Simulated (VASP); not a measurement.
# GaP (F-43m) in VASP: notebook

The runs below take GaP through single point, with PBEsol, BLYP.

All numbers are computed with VASP 6.6.1; they aren't measurements. Logs are shortened: lines on timing, memory, paths and dates and some standing lists are left out, and cuts for length are marked.

**Experimental background.**

“Stacking defects in GaP nanowires: Electronic structure and optical properties”, 2018, arxiv:1810.01194 quotes, for a bulk crystal of GaP at 10 K: band gap 2.34 eV (indirect).

The runs below are set against these values where they give the same quantity.

**1. The cell of the first run**

It takes space group F-43m (No. 216, cubic). Conventional cell: a = 5.451 Å, b = 5.451 Å, c = 5.451 Å, α = 90.00°, β = 90.00°, γ = 90.00°. Within 3.1 Å of Ga (site symmetry -43m) lie 4 P at 2.36 Å. P (site symmetry -43m) has 4 Ga at 2.36 Å within 3.1 Å.

**2. Single point, PBEsol**

File INCAR:

```
SYSTEM = GaP
PREC     = Accurate       ! precision mode
ENCUT    = 520            ! plane-wave cutoff, eV
EDIFF    = 1E-7           ! SCF threshold, eV
ISMEAR   = 0              ! smearing method
SIGMA    = 0.01           ! smearing width, eV
LREAL    = .False.        ! projectors in reciprocal space
LASPH    = .True.         ! aspherical terms in the spheres
NELM     = 80             ! most SCF steps
ALGO     = Normal         ! electronic algorithm
ISIF     = 2              ! what is computed and relaxed
LWAVE    = .False.        ! write WAVECAR
LCHARG   = .False.        ! write CHGCAR
GGA      = PS             ! functional
NBANDS   = 16             ! bands
```

File KPOINTS:

```
regular mesh
0
Gamma
  8 8 8
  0 0 0
```

File POSCAR:

```
GaP
1.0
    0.0000000000      2.7252500000      2.7252500000
    2.7252500000      0.0000000000      2.7252500000
    2.7252500000      2.7252500000      0.0000000000
Ga P
1 1
Direct
    0.0000000000      0.0000000000      0.0000000000
    0.2500000000      0.2500000000      0.2500000000
```

Potentials or basis: VASP PAW PBE potentials, release 64 (Ga_d, P).

Run with:

```console
$ cat potpaw_PBE.64/Ga_d/POTCAR potpaw_PBE.64/P/POTCAR > POTCAR
$ mpirun -np 1 vasp_std > vasp.out
```

OUTCAR:

```text
SYSTEM = GaP
   PREC = Accurate
   ENCUT = 520
   EDIFF = 1E-7
   ISMEAR = 0
   LREAL = .False.
   LASPH = .True.
   NELM = 80
   ISIF = 2
   GGA = PS

 ion  position               nearest neighbor table
   1  0.000  0.000  0.000-   2 2.36   2 2.36   2 2.36   2 2.36
   2  0.250  0.250  0.250-   1 2.36   1 2.36   1 2.36   1 2.36

  LATTYP: Found a face centered cubic cell.
 ALAT       =     5.4505000000

  Lattice vectors:

 A1 = (   0.0000000000,   2.7252500000,   2.7252500000)
 A2 = (   2.7252500000,   0.0000000000,   2.7252500000)
 A3 = (   2.7252500000,   2.7252500000,   0.0000000000)

Analysis of symmetry for initial positions (statically):
=====================================================================
 Subroutine PRICEL returns:
 Original cell was already a primitive cell.

 Routine SETGRP: Setting up the symmetry group for a
 face centered cubic supercell.

 Subroutine GETGRP returns: Found 24 space group operations
 (whereof 24 operations were pure point group operations)
 out of a pool of 48 trial point group operations.

The static configuration has the point symmetry T_d .

Analysis of symmetry for dynamics (positions and initial velocities):
=====================================================================
 Subroutine PRICEL returns:
 Original cell was already a primitive cell.

 Routine SETGRP: Setting up the symmetry group for a
 face centered cubic supercell.

 Subroutine GETGRP returns: Found 24 space group operations
 (whereof 24 operations were pure point group operations)
 out of a pool of 48 trial point group operations.

The dynamic configuration has the point symmetry T_d .

 Subroutine INISYM returns: Found 24 space group operations
 (whereof 24 operations are pure point group operations),
 and found     1 'primitive' translations

----------------------------------------------------------------------------------------

                                     Primitive cell

  volume of cell :      40.4808

  direct lattice vectors                    reciprocal lattice vectors
     0.000000000  2.725250000  2.725250000    -0.183469406  0.183469406  0.183469406
     2.725250000  0.000000000  2.725250000     0.183469406 -0.183469406  0.183469406
     2.725250000  2.725250000  0.000000000     0.183469406  0.183469406 -0.183469406

  length of vectors
     3.854085511  3.854085511  3.854085511     0.317778334  0.317778334  0.317778334

  position of ions in fractional coordinates (direct lattice)
     0.000000000  0.000000000  0.000000000
     0.250000000  0.250000000  0.250000000

  ion indices of the primitive-cell ions
   primitive index   ion index
                 1           1
                 2           2

----------------------------------------------------------------------------------------

 KPOINTS: regular mesh

Automatic generation of k-mesh.
 Grid dimensions read from file:
 generate k-points for:    8    8    8

 Generating k-lattice:

  Cartesian coordinates                     Fractional coordinates (reciprocal lattice)
    -0.022933676  0.022933676  0.022933676     0.125000000  0.000000000  0.000000000
     0.022933676 -0.022933676  0.022933676     0.000000000  0.125000000  0.000000000
     0.022933676  0.022933676 -0.022933676     0.000000000  0.000000000  0.125000000

  Length of vectors
     0.039722292  0.039722292  0.039722292

  Shift w.r.t. Gamma in fractional coordinates (k-lattice)
     0.000000000  0.000000000  0.000000000

 Subroutine IBZKPT returns following result:
 ===========================================

 Found     29 irreducible k-points:

 Following reciprocal coordinates:
            Coordinates               Weight
  0.000000  0.000000  0.000000      1.000000
  0.125000  0.000000  0.000000      8.000000
  0.250000  0.000000  0.000000      8.000000
  0.375000  0.000000  0.000000      8.000000
  0.500000  0.000000  0.000000      4.000000
  0.125000  0.125000  0.000000      6.000000
[... 16 lines left out ...]
  0.500000  0.250000  0.125000     48.000000
 -0.375000  0.250000  0.125000     24.000000
 [... further k-points ...]
   k-points           NKPTS =     29   k-points in BZ     NKDIM =     29   number of bands    NBANDS=     16
   number of dos      NEDOS =    301   number of ions     NIONS =      2
   total plane-waves  NPLWV =  27000
   dimension x,y,z NGX =    30 NGY =   30 NGZ =   30
   dimension x,y,z NGXF=    60 NGYF=   60 NGZF=   60
   ions per type =               1   1
   NGX,Y,Z   is equivalent  to a cutoff of  12.94, 12.94, 12.94 a.u.
   NGXF,Y,Z  is equivalent  to a cutoff of  25.88, 25.88, 25.88 a.u.
 SYSTEM =  GaP
   PREC   = accura    normal or accurate (medium, high low for compatibility)
   ISTART =      0    job   : 0-new  1-cont  2-samecut
   ICHARG =      2    charge: 1-file 2-atom 10-const
   ISPIN  =      1    spin polarized calculation?
   LNONCOLLINEAR =      F non collinear calculations
   LSORBIT =      F    spin-orbit coupling
   LASPH  =      T    aspherical Exc in radial PAW
   ENCUT  =  520.0 eV  38.22 Ry    6.18 a.u.   7.17  7.17  7.17*2*pi/ulx,y,z
   NELM   =     80;   NELMIN=  2; NELMDL= -5     # of ELM steps
   EDIFF  = 0.1E-06   stopping-criterion for ELM
   LREAL  =      F    real-space projection
   EDIFFG = 0.1E-05   stopping-criterion for IOM
   NSW    =      0    number of steps for IOM
   IBRION =     -1    ionic relax: 0-MD 1-quasi-New 2-CG
   NFREE  =      0    steps in history (QN), initial steepest desc. (CG)
   ISIF   =      2    stress and relaxation
   ISYM   =      2    0-nonsym 1-usesym 2-fastsym
   POTIM  = 0.5000    time-step for ionic-motion
   TEBEG  =    0.0;   TEEND  =   0.0 temperature during run
   PSTRESS=    0.0 pullay stress
   NELECT =      18.0000    total number of electrons
   NUPDOWN=      -1.0000    fix difference up-down
   EMIN   =  10.00;   EMAX   =-10.00  energy-range for DOS
   EFERMI =   0.00;   METHOD = LEGACY
   ISMEAR =     0;   SIGMA  =   0.01  broadening in eV -4-tet -1-fermi 0-gaus
   EFERMI_NEDOS =   21; number of points for ismear=-14 and -15
   IALGO  =     38    algorithm
   IMIX   =      4    mixing-type and parameters
     AMIX     =   0.40;   BMIX     =  1.00
     AMIX_MAG =   1.60;   BMIX_MAG =  1.00
  volume/ion in A,a.u.               =      20.24       136.59
  Fermi-wavevector in a.u.,A,eV,Ry     =   1.249538  2.361284 21.243377  1.561344
  Thomas-Fermi vector in A             =   2.383574
   LORBIT       =      0    0 simple, 1 ext, 2 COOP (PROOUT), +10 PAW based schemes
   GGA     = PS    functional components
   LHFCALC =     F    Hartree Fock is set to
   AEXX    =    0.0000 exact exchange contribution
   IVDW    =     0    specifies the selected vdW correction
   LEPSILON=     F    determine dielectric tensor
   LRPA    =     F    only Hartree local field effects (RPA)
 non-spin polarized calculation
 Gauss-broadening in eV      SIGMA  =   0.01
  energy-cutoff  :      520.00
  volume of cell :       40.48
 maximum number of plane-waves:      1106
 NGX is ok and might be reduce to    30
   NGX = 15   NGY = 15   NGZ = 15

 number of electron      17.9999989 magnetization

 Free energy of the ion-electron system (eV)
  ---------------------------------------------------
  ext. energy  EPLUGINS =         0.00000000
  ---------------------------------------------------
  free energy    TOTEN  =        -9.92055875 eV

  energy without entropy =       -9.92055875  energy(sigma->0) =       -9.92055875

 E-fermi :   4.6888     XC(G=0): -10.0213

 val. band max:        4.5684737322   @ k =   0.0000   0.0000   0.0000
 cond. band min:       6.0852412934   @ k =   0.5000   0.5000   0.0000
 fundamental gap:      1.5167675612
 Fermi energy:         4.6887682683

 k-point     1 :       0.0000    0.0000    0.0000
  band No.  band energies     occupation
      1      -9.9722      2.00000
      2      -9.9722      2.00000
      3      -9.9722      2.00000
      4      -9.8715      2.00000
      5      -9.8715      2.00000
      6      -7.9555      2.00000
[... 8 lines left out ...]
     15      14.3401      0.00000
     16      14.3401      0.00000

 k-point     2 :       0.1250    0.0000    0.0000
  band No.  band energies     occupation
      1      -9.9861      2.00000
      2      -9.9675      2.00000
      3      -9.9675      2.00000
      4      -9.8716      2.00000
      5      -9.8716      2.00000
      6      -7.7517      2.00000
[... 8 lines left out ...]
     15      13.6825      0.00000
     16      14.0536      0.00000

 k-point     3 :       0.2500    0.0000    0.0000
  band No.  band energies     occupation
      1     -10.0166      2.00000
      2      -9.9574      2.00000
      3      -9.9574      2.00000
      4      -9.8703      2.00000
      5      -9.8703      2.00000
      6      -7.1738      2.00000
[... 8 lines left out ...]
     15      13.4885      0.00000
     16      14.2812      0.00000

 k-point     4 :       0.3750    0.0000    0.0000
  band No.  band energies     occupation
      1     -10.0440      2.00000
      2      -9.9496      2.00000
      3      -9.9496      2.00000
      4      -9.8665      2.00000
      5      -9.8665      2.00000
      6      -6.3647      2.00000
[... 8 lines left out ...]
     15      14.6972      0.00000
     16      14.6972      0.00000
[... 324 lines left out ...]
 k-point    22 :       0.3750    0.2500    0.1250
  band No.  band energies     occupation
      1     -10.0398      2.00000
      2      -9.9454      2.00000
      3      -9.9413      2.00000
      4      -9.8826      2.00000
      5      -9.8624      2.00000
      6      -6.6820      2.00000
[... 8 lines left out ...]
     15      15.6408      0.00000
     16      16.8338      0.00000

 k-point    23 :       0.5000    0.2500    0.1250
  band No.  band energies     occupation
      1     -10.0552      2.00000
      2      -9.9417      2.00000
      3      -9.9321      2.00000
      4      -9.8805      2.00000
      5      -9.8625      2.00000
      6      -5.9189      2.00000
[... 8 lines left out ...]
     15      16.0107      0.00000
     16      17.3112      0.00000

 k-point    24 :      -0.3750    0.2500    0.1250
  band No.  band energies     occupation
      1     -10.0609      2.00000
      2      -9.9412      2.00000
      3      -9.9288      2.00000
      4      -9.8769      2.00000
      5      -9.8642      2.00000
      6      -5.4546      2.00000
[... 8 lines left out ...]
     15      16.4683      0.00000
     16      17.0068      0.00000

 [... further k-points ...]
[... 5 lines left out ...]
  --------------------------------------------------------------------------------------
  -------------------------------------------------------------------------------------
  Total       -0.1644781     -0.1644781     -0.1644781      0.0000000      0.0000000     -0.0000000
  in kB       -6.5098309     -6.5098309     -6.5098309      0.0000000      0.0000000     -0.0000000
  external PRESSURE =      -6.5098309 kB  Pullay stress =       0.0000000 kB

 VOLUME and BASIS-vectors are now :
 -----------------------------------------------------------------------------
  energy-cutoff  :      520.00
  volume of cell :       40.48
      direct lattice vectors                 reciprocal lattice vectors
     0.000000000  2.725250000  2.725250000    -0.183469406  0.183469406  0.183469406
     2.725250000  0.000000000  2.725250000     0.183469406 -0.183469406  0.183469406
     2.725250000  2.725250000  0.000000000     0.183469406  0.183469406 -0.183469406

 POSITION                                       TOTAL-FORCE (eV/Angst)
 -----------------------------------------------------------------------------------
      0.00000      0.00000      0.00000        -0.000000     -0.000000     -0.000000
      1.36262      1.36262      1.36262         0.000000      0.000000      0.000000
 -----------------------------------------------------------------------------------
    total drift:                                0.000000      0.000000      0.000000

  FREE ENERGIE OF THE ION-ELECTRON SYSTEM (eV)
  ---------------------------------------------------
  free  energy   TOTEN  =        -9.9205587547 eV

  energy  without entropy=       -9.9205587547  energy(sigma->0) =       -9.92055875
```

Run time: 15 s. Hardware: 1 thread of Intel Xeon Platinum 8375C at 2.90GHz (Ice Lake), shared host; peak memory 0.17 GiB.

What came out:

- Free energy: -9.9206 eV
- Pressure: -0.7 GPa
- Band gap on the k mesh: 1.52 eV, indirect (least direct gap 1.75 eV)

Levels at points of the mesh, in eV from the valence-band top:
```
           k point  band 6  band 7  band 8  band 9  band 10  band 11  band 12  band 13
(0.00, 0.00, 0.00)  -12.52    0.00    0.00    0.00     1.75     3.83     3.83     3.83
(0.50, 0.00, 0.00)  -10.43   -6.70   -1.13   -1.13     1.59     4.65     4.65     8.09
(0.50, 0.50, 0.00)   -9.52   -6.81   -2.71   -2.71     1.52     1.72    10.55    10.55
```

Caveat: the PAW data sets were made with another functional, which shifts forces and pressure a little.

**3. Single point, BLYP**

File INCAR:

```
SYSTEM = GaP
PREC = Accurate ; ENCUT = 520
EDIFF = 1E-6 ; ISMEAR = 0
SIGMA = 0.01 ; LREAL = .False.
LASPH = .True. ; NELM = 100
ALGO = Normal ; ISIF = 2
LWAVE = .False. ; LCHARG = .False.
GGA = B5 ; ALDAX = 1.0
AGGAX = 1.0 ; AGGAC = 1.0
ALDAC = 0.0 ; NBANDS = 16
```

File KPOINTS:

```
Automatic mesh
0
Gamma
  8 8 8
  0 0 0
```

POSCAR is that of step 2.

Potentials or basis: VASP PAW PBE potentials, release 64 (Ga_d, P).

Run with:

```console
$ cat potpaw_PBE.64/Ga_d/POTCAR potpaw_PBE.64/P/POTCAR > POTCAR
$ mpirun -np 1 vasp_std > vasp.out
```

OUTCAR:

```text
SYSTEM = GaP
   PREC = Accurate
   ENCUT = 520
   EDIFF = 1E-6
   ISMEAR = 0
   LREAL = .False.
   LASPH = .True.
   NELM = 100
   ISIF = 2
   GGA = B5

 ion  position               nearest neighbor table
   1  0.000  0.000  0.000-   2 2.36   2 2.36   2 2.36   2 2.36
   2  0.250  0.250  0.250-   1 2.36   1 2.36   1 2.36   1 2.36

  LATTYP: Found a face centered cubic cell.
 ALAT       =     5.4505000000

  Lattice vectors:

 A1 = (   0.0000000000,   2.7252500000,   2.7252500000)
 A2 = (   2.7252500000,   0.0000000000,   2.7252500000)
 A3 = (   2.7252500000,   2.7252500000,   0.0000000000)
[... 625 lines left out ...]
      4      -9.4599      2.00000
      5      -9.4478      2.00000
      6      -4.9610      2.00000
[... 8 lines left out ...]
     15      17.2199      0.00000
     16      17.6709      0.00000

 [... further k-points ...]
[... 5 lines left out ...]
  --------------------------------------------------------------------------------------
  -------------------------------------------------------------------------------------
  Total        1.6299660      1.6299660      1.6299660      0.0000000     -0.0000000      0.0000000
  in kB       64.5119377     64.5119377     64.5119377      0.0000000     -0.0000000      0.0000000
  external PRESSURE =      64.5119377 kB  Pullay stress =       0.0000000 kB

 VOLUME and BASIS-vectors are now :
 -----------------------------------------------------------------------------
  energy-cutoff  :      520.00
  volume of cell :       40.48
      direct lattice vectors                 reciprocal lattice vectors
     0.000000000  2.725250000  2.725250000    -0.183469406  0.183469406  0.183469406
     2.725250000  0.000000000  2.725250000     0.183469406 -0.183469406  0.183469406
     2.725250000  2.725250000  0.000000000     0.183469406  0.183469406 -0.183469406

 POSITION                                       TOTAL-FORCE (eV/Angst)
 -----------------------------------------------------------------------------------
      0.00000      0.00000      0.00000         0.000000      0.000000      0.000000
      1.36262      1.36262      1.36262        -0.000000     -0.000000     -0.000000
 -----------------------------------------------------------------------------------
    total drift:                                0.000000      0.000000      0.000000

  FREE ENERGIE OF THE ION-ELECTRON SYSTEM (eV)
  ---------------------------------------------------
  free  energy   TOTEN  =        -7.7469121380 eV

  energy  without entropy=       -7.7469121380  energy(sigma->0) =       -7.74691214
```

OSZICAR:

```text
N       E                     dE             d eps       ncg     rms          rms(c)
DAV:   1     0.803102934526E+02    0.80310E+02   -0.91081E+03   960   0.162E+03
DAV:   2    -0.201433188051E+01   -0.82325E+02   -0.78460E+02  1040   0.303E+02
DAV:   3    -0.798974914446E+01   -0.59754E+01   -0.59573E+01  1184   0.651E+01
DAV:   4    -0.808471904585E+01   -0.94970E-01   -0.94946E-01  1152   0.883E+00
DAV:   5    -0.808682603792E+01   -0.21070E-02   -0.21067E-02  1184   0.114E+00    0.365E+00
DAV:   6    -0.777411188355E+01    0.31271E+00   -0.52823E-01  1408   0.115E+01    0.234E+00
DAV:   7    -0.774698706552E+01    0.27125E-01   -0.11777E-01  1176   0.208E+00    0.114E+00
DAV:   8    -0.774679821418E+01    0.18885E-03   -0.14514E-02  1104   0.151E+00    0.162E-01
DAV:   9    -0.774684506518E+01   -0.46851E-04   -0.15417E-03  1176   0.657E-01    0.498E-02
DAV:  10    -0.774688421026E+01   -0.39145E-04   -0.11078E-04  1152   0.956E-02    0.276E-02
DAV:  11    -0.774691211627E+01   -0.27906E-04   -0.25462E-05  1064   0.483E-02    0.418E-03
DAV:  12    -0.774691213796E+01   -0.21689E-07   -0.97838E-07  1008   0.147E-02
   1 F= -.77469121E+01 E0= -.77469121E+01  d E =-.327229E-72
```

stdout:

```text
POSCAR found type information on POSCAR GaP
 POSCAR found :  2 types and       2 ions
 scaLAPACK will be used
 -----------------------------------------------------------------------------
|                                                                             |
|                                                                             |
|     You enforced a specific xc type in the INCAR file but a different       |
|     I HOPE YOU KNOW WHAT YOU ARE DOING!                                     |
|                                                                             |
 -----------------------------------------------------------------------------

 LDA part: xc-table for (Slater(with rela. corr.)+VWN5), standard interpolation
 POSCAR, INCAR and KPOINTS ok, starting setup
 FFT: planning ... GRIDC
 FFT: planning ... GRID_SOFT
 FFT: planning ... GRID
 WAVECAR not read
 entering main loop
```

Wall time 22 s (1 thread of Intel Xeon Platinum 8375C at 2.90GHz (Ice Lake), shared host); peak memory 0.17 GiB.

Results:

```
Free energy            : -7.7469 eV
Pressure               : 6.5 GPa
Band gap on the k mesh : 1.68 eV, indirect (least direct gap 1.73 eV)
```

Caveat: the PAW data sets were made with another functional, which shifts forces and pressure a little.

**4. How close it comes**

Step 2. Measured gap of GaP: 2.34 eV (indirect; 10 K; quoted in “Stacking defects in GaP nanowires: Electronic structure and optical properties”, 2018, arxiv:1810.01194). This calculation gives 1.52 eV (-0.82 eV). Spin-orbit coupling on Ga is left out. The value is that of PBEsol on a finite k mesh, which can miss the band edges, without temperature or zero-point motion. Semilocal functionals fall short of measured gaps as a rule.
